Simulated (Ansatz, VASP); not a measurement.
Sr3PRh: VASP beside Ansatz

File INCAR:

```
PREC = Accurate
ENCUT = 600
EDIFF = 1E-6
ISMEAR = 0
SIGMA = 0.1
LREAL = F
LASPH = T
NELM = 60
ALGO = Normal
ISIF = 3
LWAVE = F
LCHARG = F
GGA = PE
IBRION = 2
NSW = 90
EDIFFG = -0.04
```

KPOINTS

```
Automatic mesh
0
Gamma
  4 4 4
```

The input POSCAR:

```
Sr3PRh
1.0
    5.2523964200      0.0000000000      0.0000000000
    0.0000000000      5.2523964200      0.0000000000
    0.0000000000      0.0000000000      5.2523964200
Sr P Rh
3 1 1
Direct
    0.5000000000      0.5000000000      0.0000000000
    0.5000000000      0.0000000000      0.5000000000
    0.0000000000      0.5000000000      0.5000000000
    0.0000000000      0.0000000000      0.0000000000
    0.5000000000      0.5000000000      0.5000000000
```

Input for Ansatz:

```yaml
crystal:
  lattice:
    - [5.25239642, 0.0, 0.0]
    - [0.0, 5.25239642, 0.0]
    - [0.0, 0.0, 5.25239642]
  atoms:
    - { symbol: Sr, position: [0.5, 0.5, 0.0] }
    - { symbol: Sr, position: [0.5, 0.0, 0.5] }
    - { symbol: Sr, position: [0.0, 0.5, 0.5] }
    - { symbol: P, position: [0.0, 0.0, 0.0] }
    - { symbol: Rh, position: [0.5, 0.5, 0.5] }
basis:
  ecutwfc: 420
kpoints:
  mp_grid: { grid: [4, 4, 4] }
hamiltonian:
  xc: pbe
scf:
  occupations: { method: gaussian, width: 0.1 }
  lower_state_search: "off"
output:
  forces: true
  stress: true
  eigenvalues: true
relax:
  adjacent_minimum: "off"
  f_tol: 0.04
  max_steps: 70
  cell: { stress_tol: 0.4 }
```

Change from the starting cell: species swapped into the La3AlC type (Pm-3m, No. 221).

Alike in both runs: task relaxation of cell and atoms; functional PBE; k mesh 4 × 4 × 4; occupations gaussian, width 0.1 eV; no spin polarisation.

|  | VASP | Ansatz |
| --- | --- | --- |
| version | VASP 6.6.1 | Ansatz 0.2.0 |
| potentials or method | VASP PAW PBE potentials, release 64 (Sr_sv, P, Rh_pv), cutoff 600 eV | scalar-relativistic, plane waves, PAW |
| valence electrons in the cell | 50 | 52 |

|  | VASP | Ansatz | Ansatz less VASP |
| --- | --- | --- | --- |
| gap on the k mesh at the Fermi level, each at its own relaxed structure (eV) | none | none | - |
| relaxed volume (Å³/atom) | 34.47 | 34.05 | -0.416 |
| relaxed length of the cell vector where the two differ most in proportion (Å) | 5.565 | 5.543 | -0.0225 |

A gap of «none» marks a metal or a gap that the smearing closes. VASP's potentials hold 50 valence electrons a cell and Ansatz's 52, so a difference there can come from the potentials and not from the codes.

Noted on VASP's run: the volume moved by over 15 % at a fixed basis, so the end points are rough.
